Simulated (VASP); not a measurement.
# LuSc4O (P-6m2) in VASP: single point with PBE

Aim: the single point of LuSc4O with PBE.

Everything below comes from runs of VASP 6.6.1. Logs are shortened: lines on timing, memory, paths and dates and some standing lists are left out, and cuts for length are marked.

### 1 The cell of the first run

It takes space group P-6m2 (No. 187, hexagonal). The conventional cell has a = 5.305 Å, b = 5.305 Å, c = 4.349 Å, α = 90.00°, β = 90.00°, γ = 120.00°. Within 3.5 Å of Lu (site symmetry -6m2) lie 9 Sc at 2.66 to 3.06 Å and 3 O at 3.06 Å. Sc (site symmetry -6m2) has 6 Sc at 2.66 Å and 3 Lu at 3.06 Å and 3 O at 3.06 Å within 3.5 Å. Within 3.5 Å of Sc (site symmetry mm2) lie 6 Sc at 2.65 to 2.66 Å and 2 Lu at 2.66 Å and 4 O at 3.43 Å. Within 4.0 Å of O (site symmetry -6m2) lie 3 Lu at 3.06 Å and 15 Sc at 3.06 to 3.43 Å.

### 2 Single point, PBE

INCAR

```
SYSTEM = LuSc4O
PREC     = Accurate       ! precision mode
ENCUT    = 520            ! plane-wave cutoff, eV
EDIFF    = 1E-7           ! SCF threshold, eV
ISMEAR   = 0              ! smearing method
SIGMA    = 0.1            ! smearing width, eV
LREAL    = .FALSE.        ! projectors in reciprocal space
LASPH    = .TRUE.         ! aspherical terms in the spheres
NELM     = 60             ! most SCF steps
ALGO     = Normal         ! electronic algorithm
ISIF     = 2              ! what is computed and relaxed
LWAVE    = .FALSE.        ! write WAVECAR
LCHARG   = .FALSE.        ! write CHGCAR
GGA      = PE             ! functional
NBANDS   = 46             ! bands
```

KPOINTS

```
regular mesh
0
G
  6 6 4
  0 0 0
```

POSCAR

```
LuSc4O
1.0
    5.3053657800      0.0000000000      0.0000000000
   -2.6526828900      4.5945815400      0.0000000000
    0.0000000000      0.0000000000      4.3485517300
Lu Sc O
1 4 1
Direct
    0.3333333300      0.6666666700      0.0000000000
    0.6666666700      0.3333333300      0.0000000000
    0.9995070100      0.4997535000      0.5000000000
    0.5002465000      0.4997535000      0.5000000000
    0.5002465000      0.0004929900      0.5000000000
    0.0000000000      0.0000000000      0.0000000000
```

Potentials or basis: VASP PAW PBE potentials, release 64 (Lu, Sc_sv, O).

Started as:

```
> cat potpaw_PBE.64/Lu/POTCAR potpaw_PBE.64/Sc_sv/POTCAR potpaw_PBE.64/O/POTCAR > POTCAR
> mpirun -np 1 vasp_std > vasp.out
```

OUTCAR:

```text
SYSTEM = LuSc4O
   PREC = Accurate
   ENCUT = 520
   EDIFF = 1E-7
   ISMEAR = 0
   LREAL = .FALSE.
   LASPH = .TRUE.
   NELM = 60
   ISIF = 2
   GGA = PE

 ion  position               nearest neighbor table
   1  0.333  0.667  0.000-   5 2.66   5 2.66   3 2.66   3 2.66   4 2.66   4 2.66   2 3.06   2 3.06
                             2 3.06
   2  0.667  0.333  0.000-   5 2.66   5 2.66   4 2.66   4 2.66   3 2.66   3 2.66   1 3.06   1 3.06
                             1 3.06
   3  1.000  0.500  0.500-   5 2.65   4 2.65   5 2.66   4 2.66   2 2.66   2 2.66   1 2.66   1 2.66

   4  0.500  0.500  0.500-   5 2.65   3 2.65   5 2.66   3 2.66   2 2.66   2 2.66   1 2.66   1 2.66

   5  0.500  0.000  0.500-   3 2.65   4 2.65   4 2.66   3 2.66   2 2.66   2 2.66   1 2.66   1 2.66

   6  0.000  0.000  0.000-

  LATTYP: Found a hexagonal cell.
 ALAT       =     5.3053657800
 C/A-ratio  =     0.8196516339

  Lattice vectors:

 A1 = (   5.3053657800,   0.0000000000,   0.0000000000)
 A2 = (  -2.6526828900,   4.5945815400,   0.0000000000)
 A3 = (   0.0000000000,   0.0000000000,   4.3485517300)

Analysis of symmetry for initial positions (statically):
=====================================================================
 Subroutine PRICEL returns:
 Original cell was already a primitive cell.

 Routine SETGRP: Setting up the symmetry group for a
 hexagonal supercell.

 Subroutine GETGRP returns: Found 12 space group operations
 (whereof 12 operations were pure point group operations)
 out of a pool of 24 trial point group operations.

The static configuration has the point symmetry D_3h.

Analysis of symmetry for dynamics (positions and initial velocities):
=====================================================================
 Subroutine PRICEL returns:
 Original cell was already a primitive cell.

 Routine SETGRP: Setting up the symmetry group for a
 hexagonal supercell.

 Subroutine GETGRP returns: Found 12 space group operations
 (whereof 12 operations were pure point group operations)
 out of a pool of 24 trial point group operations.

The dynamic configuration has the point symmetry D_3h.

 Subroutine INISYM returns: Found 12 space group operations
 (whereof 12 operations are pure point group operations),
 and found     1 'primitive' translations

----------------------------------------------------------------------------------------

[... 97 lines left out ...]
   LREAL  =      F    real-space projection
   EDIFFG = 0.1E-05   stopping-criterion for IOM
   NSW    =      0    number of steps for IOM
   IBRION =     -1    ionic relax: 0-MD 1-quasi-New 2-CG
   NFREE  =      0    steps in history (QN), initial steepest desc. (CG)
   ISIF   =      2    stress and relaxation
   ISYM   =      2    0-nonsym 1-usesym 2-fastsym
   POTIM  = 0.5000    time-step for ionic-motion
   TEBEG  =    0.0;   TEEND  =   0.0 temperature during run
   PSTRESS=    0.0 pullay stress
   NELECT =      75.0000    total number of electrons
   NUPDOWN=      -1.0000    fix difference up-down
   EMIN   =  10.00;   EMAX   =-10.00  energy-range for DOS
   EFERMI =   0.00;   METHOD = LEGACY
   ISMEAR =     0;   SIGMA  =   0.10  broadening in eV -4-tet -1-fermi 0-gaus
   EFERMI_NEDOS =   21; number of points for ismear=-14 and -15
   IALGO  =     38    algorithm
   IMIX   =      4    mixing-type and parameters
     AMIX     =   0.40;   BMIX     =  1.00
     AMIX_MAG =   1.60;   BMIX_MAG =  1.00
  volume/ion in A,a.u.               =      17.67       119.22
  Fermi-wavevector in a.u.,A,eV,Ry     =   1.458792  2.756717 28.954193  2.128073
  Thomas-Fermi vector in A             =   2.575435
   LORBIT       =      0    0 simple, 1 ext, 2 COOP (PROOUT), +10 PAW based schemes
   GGA     = PE    functional components
   LHFCALC =     F    Hartree Fock is set to
   AEXX    =    0.0000 exact exchange contribution
   IVDW    =     0    specifies the selected vdW correction
   LEPSILON=     F    determine dielectric tensor
   LRPA    =     F    only Hartree local field effects (RPA)
 non-spin polarized calculation
 Gauss-broadening in eV      SIGMA  =   0.10
  energy-cutoff  :      520.00
  volume of cell :      106.00
 maximum number of plane-waves:      2892
 NGX is ok and might be reduce to    40
   NGX = 19   NGY = 19   NGZ = 17

 number of electron      74.9999990 magnetization

 Free energy of the ion-electron system (eV)
  ---------------------------------------------------
  ext. energy  EPLUGINS =         0.00000000
  ---------------------------------------------------
  free energy    TOTEN  =       -25.04821651 eV

  energy without entropy =      -24.99542014  energy(sigma->0) =      -25.02181833

 E-fermi :   4.5197     XC(G=0): -10.9897

 val. band max:        4.5011562314   @ k =   0.3333   0.1667   0.2500
 cond. band min:       4.5242645115   @ k =   0.3333   0.1667   0.0000
 fundamental gap:      0.0231082801
 Fermi energy:         4.5197230605

 k-point     1 :       0.0000    0.0000    0.0000
  band No.  band energies     occupation
      1     -51.0841      2.00000
      2     -44.2495      2.00000
      3     -43.8743      2.00000
      4     -43.7954      2.00000
      5     -43.7954      2.00000
      6     -23.8761      2.00000
[... 1018 lines left out ...]
     45       6.3584      0.00000
     46       6.4966      0.00000

------------------------ aborting loop because EDIFF is reached ----------------------------------------

  FORCE on cell =-STRESS in cart. coord.  units (eV):
  Direction    XX          YY          ZZ          XY          YZ          ZX
  --------------------------------------------------------------------------------------
  -------------------------------------------------------------------------------------
  Total       14.4837347     14.4837347     25.7166178      0.0000000      0.0000000      0.0000000
  in kB      218.9198829    218.9198828    388.7035406      0.0000000      0.0000000      0.0000000
  external PRESSURE =     275.5144354 kB  Pullay stress =       0.0000000 kB

 VOLUME and BASIS-vectors are now :
 -----------------------------------------------------------------------------
  energy-cutoff  :      520.00
  volume of cell :      106.00
      direct lattice vectors                 reciprocal lattice vectors
     5.305365780  0.000000000  0.000000000     0.188488417  0.108823839  0.000000000
    -2.652682890  4.594581540  0.000000000     0.000000000  0.217647677  0.000000000
     0.000000000  0.000000000  4.348551730     0.000000000  0.000000000  0.229961620

 POSITION                                       TOTAL-FORCE (eV/Angst)
 -----------------------------------------------------------------------------------
     -0.00000      3.06305      0.00000         0.000000      0.000000      0.000000
      2.65268      1.53153      0.00000         0.000000      0.000000      0.000000
      3.97706      2.29616      2.17428        -0.266970     -0.154135     -0.000000
      1.32830      2.29616      2.17428         0.266970     -0.154135     -0.000000
      2.65268      0.00227      2.17428         0.000000      0.308270      0.000000
      0.00000      0.00000      0.00000         0.000000      0.000000      0.000000
 -----------------------------------------------------------------------------------
    total drift:                               -0.000036      0.000021      0.000000

  FREE ENERGIE OF THE ION-ELECTRON SYSTEM (eV)
  ---------------------------------------------------
  free  energy   TOTEN  =       -25.0482165129 eV

  energy  without entropy=      -24.9954201413  energy(sigma->0) =      -25.02181833
```

stdout:

```text
POSCAR found type information on POSCAR LuScO
 POSCAR found :  3 types and       6 ions
 scaLAPACK will be used
 LDA part: xc-table for (Slater+PW92), standard interpolation
 POSCAR, INCAR and KPOINTS ok, starting setup
 FFT: planning ... GRIDC
 FFT: planning ... GRID_SOFT
 FFT: planning ... GRID
 WAVECAR not read
 entering main loop
```

Wall time 56 s (1 thread of Intel Xeon 6975P-C (Granite Rapids), shared host); peak memory 0.27 GiB.

Results:

* Free energy: -25.0482 eV
* Pressure: 27.6 GPa
* Largest force: 0.308 eV/Å

Forces on the atoms (eV/Å):
```
Lu   0.000  0.000  0.000
Sc   0.000  0.000  0.000
Sc  -0.267 -0.154  0.000
Sc   0.267 -0.154  0.000
Sc   0.000  0.308  0.000
O    0.000  0.000  0.000
```

Stress tensor (GPa, compression positive):
```
21.89  0.00  0.00
 0.00 21.89  0.00
 0.00  0.00 38.87
```

Caveat: the k points lie up to 0.36 Å⁻¹ apart; spin-orbit coupling is left out, which moves the levels of the heavy elements; an odd number of electrons without spin polarisation forces a metal; a magnetic or distorted state may lie lower.
